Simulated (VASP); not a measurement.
# C (P1) in VASP: single point with LDA

Aim: the single point of C with LDA.

All numbers are computed with VASP 6.6.1; they aren't measurements. Logs are shortened: lines on timing, memory, paths and dates and some standing lists are left out, and cuts for length are marked.

### 1 The cell of the first run

The typed cell holds 8 atoms: a = 4.175 Å, b = 4.175 Å, c = 4.175 Å, α = 109.47°, β = 109.47°, γ = 109.47°.

### 2 Single point, LDA (atom 1 (C) moved -0.060 Å along Cartesian [1 1 0])

The input, INCAR:

```
ALGO = Normal ; EDIFF = 1E-6
ENCUT = 520 ; GGA = CA
ISIF = 2 ; ISMEAR = 0
LASPH = T ; LCHARG = T
LELF = T ; LREAL = F
LVHAR = T ; LWAVE = F
NBANDS = 26 ; NELM = 100
PREC = Accurate ; SIGMA = 0.05
```

The input, KPOINTS:

```
k-points
0
Gamma
  8 8 8
```

The input, POSCAR:

```
C
1.0
   -2.4103983070      2.4103983070      2.4103983070
    2.4103983070     -2.4103983070      2.4103983070
    2.4103983070      2.4103983070     -2.4103983070
C
8
Direct
    0.3166703824     -0.0088007046     -0.0176014092
    0.6745289130      0.6745289130      0.6745289130
    0.0000000000      0.3254710870      0.0000000000
    0.0000000000      0.0000000000      0.3254710870
    0.0000000000      0.6745289130      0.0000000000
    0.3254710870      0.3254710870      0.3254710870
    0.6745289130      0.0000000000      0.0000000000
    0.0000000000      0.0000000000      0.6745289130
```

Potentials or basis: VASP PAW LDA potentials, release 64 (C).

Started as:

```bash
> cat potpaw_LDA.64/C/POTCAR > POTCAR
> mpirun -np 1 vasp_std > vasp.out
```

OUTCAR:

```text
EDIFF = 1E-6
   ENCUT = 520
   GGA = CA
   ISIF = 2
   ISMEAR = 0
   LASPH = T
   LREAL = F
   NELM = 100
   PREC = Accurate

 ion  position               nearest neighbor table
   1  0.317  0.991  0.982-   7 1.46   8 1.53   5 1.57   6 1.61
   2  0.675  0.675  0.675-   6 1.46   5 1.57   7 1.57   8 1.57
   3  0.000  0.325  0.000-   5 1.46   6 1.57   7 1.57   8 1.57
   4  0.000  0.000  0.325-   8 1.46   6 1.57   7 1.57   5 1.57
   5  0.000  0.675  0.000-   3 1.46   2 1.57   4 1.57   1 1.57
   6  0.325  0.325  0.325-   2 1.46   3 1.57   4 1.57   1 1.61
   7  0.675  0.000  0.000-   1 1.46   2 1.57   3 1.57   4 1.57
   8  0.000  0.000  0.675-   4 1.46   1 1.53   3 1.57   2 1.57

  LATTYP: Found a body centered cubic cell.
 ALAT       =     4.8207966140

  Lattice vectors:

 A1 = (  -2.4103983070,   2.4103983070,   2.4103983070)
 A2 = (   2.4103983070,  -2.4103983070,   2.4103983070)
 A3 = (   2.4103983070,   2.4103983070,  -2.4103983070)

Analysis of symmetry for initial positions (statically):
=====================================================================
 Subroutine PRICEL returns:
 Original cell was already a primitive cell.

 Routine SETGRP: Setting up the symmetry group for a
 body centered cubic supercell.

 Subroutine GETGRP returns: Found  1 space group operations
 (whereof  1 operations were pure point group operations)
 out of a pool of 48 trial point group operations.

The static configuration has the point symmetry C_1 .

Analysis of symmetry for dynamics (positions and initial velocities):
=====================================================================
 Subroutine PRICEL returns:
 Original cell was already a primitive cell.

 Routine SETGRP: Setting up the symmetry group for a
 body centered cubic supercell.

 Subroutine GETGRP returns: Found  1 space group operations
 (whereof  1 operations were pure point group operations)
 out of a pool of 48 trial point group operations.

The dynamic configuration has the point symmetry C_1 .

 Subroutine INISYM returns: Found  1 space group operations
 (whereof  1 operations are pure point group operations),
 and found     1 'primitive' translations

----------------------------------------------------------------------------------------

                                     Primitive cell

  volume of cell :      56.0178

  direct lattice vectors                    reciprocal lattice vectors
    -2.410398307  2.410398307  2.410398307     0.000000000  0.207434596  0.207434596
     2.410398307 -2.410398307  2.410398307     0.207434596  0.000000000  0.207434596
     2.410398307  2.410398307 -2.410398307     0.207434596  0.207434596  0.000000000

  length of vectors
     4.174932334  4.174932334  4.174932334     0.293356820  0.293356820  0.293356820

  position of ions in fractional coordinates (direct lattice)
     0.316670382  0.991199295  0.982398591
     0.674528913  0.674528913  0.674528913
     0.000000000  0.325471087  0.000000000
     0.000000000  0.000000000  0.325471087
     0.000000000  0.674528913  0.000000000
     0.325471087  0.325471087  0.325471087
     0.674528913  0.000000000  0.000000000
     0.000000000  0.000000000  0.674528913

  ion indices of the primitive-cell ions
   primitive index   ion index
                 1           1
                 2           2
                 3           3
                 4           4
                 5           5
                 6           6
                 7           7
                 8           8

----------------------------------------------------------------------------------------

 KPOINTS: k-points

Automatic generation of k-mesh.
 Grid dimensions read from file:
 generate k-points for:    8    8    8

 Generating k-lattice:

  Cartesian coordinates                     Fractional coordinates (reciprocal lattice)
     0.000000000  0.025929325  0.025929325     0.125000000  0.000000000  0.000000000
     0.025929325  0.000000000  0.025929325     0.000000000  0.125000000  0.000000000
     0.025929325  0.025929325  0.000000000     0.000000000  0.000000000  0.125000000

  Length of vectors
     0.036669602  0.036669602  0.036669602

  Shift w.r.t. Gamma in fractional coordinates (k-lattice)
     0.000000000  0.000000000  0.000000000

 Subroutine IBZKPT returns following result:
 ===========================================

 Found    260 irreducible k-points:

 Following reciprocal coordinates:
            Coordinates               Weight
  0.000000  0.000000  0.000000      1.000000
  0.125000  0.000000  0.000000      2.000000
  0.000000  0.125000  0.000000      2.000000
  0.000000  0.000000  0.125000      2.000000
  0.125000  0.000000 -0.125000      2.000000
  0.125000 -0.125000  0.000000      2.000000
[... 16 lines left out ...]
  0.500000 -0.000000  0.500000      1.000000
  0.500000  0.500000  0.000000      1.000000
 [... further k-points ...]
   k-points           NKPTS =    260   k-points in BZ     NKDIM =    260   number of bands    NBANDS=     26
   number of dos      NEDOS =    301   number of ions     NIONS =      8
   total plane-waves  NPLWV =  32768
   dimension x,y,z NGX =    32 NGY =   32 NGZ =   32
   dimension x,y,z NGXF=    64 NGYF=   64 NGZF=   64
   ions per type =               8
   NGX,Y,Z   is equivalent  to a cutoff of  12.74, 12.74, 12.74 a.u.
   NGXF,Y,Z  is equivalent  to a cutoff of  25.48, 25.48, 25.48 a.u.
 SYSTEM =  unknown system
   PREC   = accura    normal or accurate (medium, high low for compatibility)
   ISTART =      0    job   : 0-new  1-cont  2-samecut
   ICHARG =      2    charge: 1-file 2-atom 10-const
   ISPIN  =      1    spin polarized calculation?
   LNONCOLLINEAR =      F non collinear calculations
   LSORBIT =      F    spin-orbit coupling
   LASPH  =      T    aspherical Exc in radial PAW
   ENCUT  =  520.0 eV  38.22 Ry    6.18 a.u.   7.76  7.76  7.76*2*pi/ulx,y,z
   NELM   =    100;   NELMIN=  2; NELMDL= -5     # of ELM steps
   EDIFF  = 0.1E-05   stopping-criterion for ELM
   LREAL  =      F    real-space projection
   EDIFFG = 0.1E-04   stopping-criterion for IOM
   NSW    =      0    number of steps for IOM
   IBRION =     -1    ionic relax: 0-MD 1-quasi-New 2-CG
   NFREE  =      0    steps in history (QN), initial steepest desc. (CG)
   ISIF   =      2    stress and relaxation
   ISYM   =      2    0-nonsym 1-usesym 2-fastsym
   POTIM  = 0.5000    time-step for ionic-motion
   TEBEG  =    0.0;   TEEND  =   0.0 temperature during run
   PSTRESS=    0.0 pullay stress
   NELECT =      32.0000    total number of electrons
   NUPDOWN=      -1.0000    fix difference up-down
   EMIN   =  10.00;   EMAX   =-10.00  energy-range for DOS
   EFERMI =   0.00;   METHOD = LEGACY
   ISMEAR =     0;   SIGMA  =   0.05  broadening in eV -4-tet -1-fermi 0-gaus
   EFERMI_NEDOS =   21; number of points for ismear=-14 and -15
   IALGO  =     38    algorithm
   IMIX   =      4    mixing-type and parameters
     AMIX     =   0.40;   BMIX     =  1.00
     AMIX_MAG =   1.60;   BMIX_MAG =  1.00
  volume/ion in A,a.u.               =       7.00        47.25
  Fermi-wavevector in a.u.,A,eV,Ry     =   1.358364  2.566935 25.104810  1.845151
  Thomas-Fermi vector in A             =   2.485203
   LORBIT       =      0    0 simple, 1 ext, 2 COOP (PROOUT), +10 PAW based schemes
   GGA     = CA    functional components
   LHFCALC =     F    Hartree Fock is set to
   AEXX    =    0.0000 exact exchange contribution
   IVDW    =     0    specifies the selected vdW correction
   LEPSILON=     F    determine dielectric tensor
   LRPA    =     F    only Hartree local field effects (RPA)
 non-spin polarized calculation
 Gauss-broadening in eV      SIGMA  =   0.05
  energy-cutoff  :      520.00
  volume of cell :       56.02
 maximum number of plane-waves:      1526
   NGX = 15   NGY = 15   NGZ = 15

 number of electron      32.0000004 magnetization

 Free energy of the ion-electron system (eV)
  ---------------------------------------------------
  ext. energy  EPLUGINS =         0.00000000
  ---------------------------------------------------
  free energy    TOTEN  =       -75.21943062 eV

  energy without entropy =      -75.21943062  energy(sigma->0) =      -75.21943062

 E-fermi :   7.3035     XC(G=0): -12.0136

 val. band max:        7.0697342108   @ k =   0.5000   0.5000   0.5000
 cond. band min:       9.8614045275   @ k =   0.5000  -0.1250  -0.2500
 fundamental gap:      2.7916703167
 Fermi energy:         7.3034532889

 k-point     1 :       0.0000    0.0000    0.0000
  band No.  band energies     occupation
      1     -14.1422      2.00000
      2      -6.0975      2.00000
      3      -5.9233      2.00000
      4      -5.7689      2.00000
      5      -4.9112      2.00000
      6      -4.8621      2.00000
[... 18 lines left out ...]
     25      18.3899      0.00000
     26      18.5113      0.00000

 k-point     2 :       0.1250    0.0000    0.0000
  band No.  band energies     occupation
      1     -14.0448      2.00000
      2      -6.8937      2.00000
      3      -6.5433      2.00000
      4      -5.8867      2.00000
      5      -5.0087      2.00000
      6      -4.8733      2.00000
[... 18 lines left out ...]
     25      18.3470      0.00000
     26      18.5141      0.00000

 k-point     3 :       0.0000    0.1250    0.0000
  band No.  band energies     occupation
      1     -14.0445      2.00000
      2      -6.9713      2.00000
      3      -6.3494      2.00000
      4      -6.0269      2.00000
      5      -4.9695      2.00000
      6      -4.9100      2.00000
[... 572 lines left out ...]
 k-point    23 :       0.5000   -0.0000    0.5000
  band No.  band energies     occupation
      1     -13.2585      2.00000
      2      -9.6430      2.00000
      3      -7.5160      2.00000
      4      -5.6865      2.00000
      5      -5.4217      2.00000
      6      -5.1941      2.00000
[... 18 lines left out ...]
     25      18.3004      0.00000
     26      19.3627      0.00000

 k-point    24 :       0.5000    0.5000    0.0000
  band No.  band energies     occupation
      1     -13.2702      2.00000
      2      -9.5724      2.00000
      3      -7.5871      2.00000
      4      -5.6893      2.00000
      5      -5.4626      2.00000
      6      -5.1483      2.00000
[... 18 lines left out ...]
     25      18.3299      0.00000
     26      19.3094      0.00000

 [... further k-points ...]

------------------------ aborting loop because EDIFF is reached ----------------------------------------

  FORCE on cell =-STRESS in cart. coord.  units (eV):
  Direction    XX          YY          ZZ          XY          YZ          ZX
  --------------------------------------------------------------------------------------
  -------------------------------------------------------------------------------------
  Total       -0.5921012      1.5441789      0.3540604     -0.0498767     -0.0242797      0.0038055
  in kB      -16.9348007     44.1653602     10.1265499     -1.4265319     -0.6944283      0.1088423
  external PRESSURE =      12.4523698 kB  Pullay stress =       0.0000000 kB

 VOLUME and BASIS-vectors are now :
 -----------------------------------------------------------------------------
  energy-cutoff  :      520.00
  volume of cell :       56.02
      direct lattice vectors                 reciprocal lattice vectors
    -2.410398307  2.410398307  2.410398307     0.000000000  0.207434596  0.207434596
     2.410398307 -2.410398307  2.410398307     0.207434596  0.000000000  0.207434596
     2.410398307  2.410398307 -2.410398307     0.207434596  0.207434596  0.000000000

 POSITION                                       TOTAL-FORCE (eV/Angst)
 -----------------------------------------------------------------------------------
      3.99386      0.74209      0.78451         1.230283      1.538753      0.016489
      1.62588      1.62588      1.62588        -0.142995     -0.136581     -0.078532
      0.78451     -0.78451      0.78451        -0.035485     -0.085513      0.030877
      0.78451      0.78451     -0.78451        -0.076432     -0.090657      0.015109
      1.62588     -1.62588      1.62588        -0.161112     -0.101483     -0.017792
      0.78451      0.78451      0.78451        -0.402489     -0.125126      0.009776
     -1.62588      1.62588      1.62588        -0.237015     -0.343471     -0.030618
      1.62588      1.62588     -1.62588        -0.174756     -0.655921      0.054691
 -----------------------------------------------------------------------------------
    total drift:                                0.000107      0.000096     -0.000081

  FREE ENERGIE OF THE ION-ELECTRON SYSTEM (eV)
  ---------------------------------------------------
  free  energy   TOTEN  =       -75.2194306160 eV

  energy  without entropy=      -75.2194306160  energy(sigma->0) =      -75.21943062
```

Wall time 6.6 min (1 thread of Intel Xeon 8259CL, shared host); peak memory 0.33 GiB.

What came out:

```yaml
Free_energy: -75.2194 eV
Pressure: 1.2 GPa
Largest_force: 1.970 eV/Å
Band_gap_on_the_k_mesh: 2.79 eV (least direct gap 3.61 eV)
```

Forces on the atoms (eV/Å):
```
C    1.230  1.539  0.016
C   -0.143 -0.137 -0.079
C   -0.035 -0.086  0.031
C   -0.076 -0.091  0.015
C   -0.161 -0.101 -0.018
C   -0.402 -0.125  0.010
C   -0.237 -0.343 -0.031
C   -0.175 -0.656  0.055
```

Stress tensor (GPa, compression positive):
```
-1.69 -0.14  0.01
-0.14  4.42 -0.07
 0.01 -0.07  1.01
```

Levels at points of the mesh, in eV from the valence-band top:
```tsv
k point	band 14	band 15	band 16	band 17	band 18	band 19
(0.00, 0.00, 0.00)	-0.72	-0.52	-0.34	3.71	3.89	4.06
(0.50, 0.00, 0.00)	-3.31	-2.46	-2.34	3.75	5.20	5.78
(0.00, 0.50, 0.00)	-3.20	-2.55	-2.29	3.67	5.50	5.60
(0.00, 0.00, 0.50)	-3.21	-2.56	-2.34	3.66	5.29	5.60
(0.50, 0.00, 0.50)	-3.22	-2.69	-2.28	3.57	5.36	5.41
(0.50, 0.50, 0.00)	-3.30	-2.60	-2.29	3.63	5.30	5.59
(0.00, 0.50, 0.50)	-3.14	-2.56	-2.41	3.66	5.03	5.69
(0.50, 0.50, 0.50)	-0.39	-0.20	0.00	3.61	5.53	5.69
```

Caveat: the cell differs from its parent crystal (atom 1 (C) moved -0.060 Å along Cartesian [1 1 0]); the stress differs along the axes, from -2 to 4 GPa; forces of over 1 eV/Å act on the atoms, so gaps and moduli don't describe the material at rest.
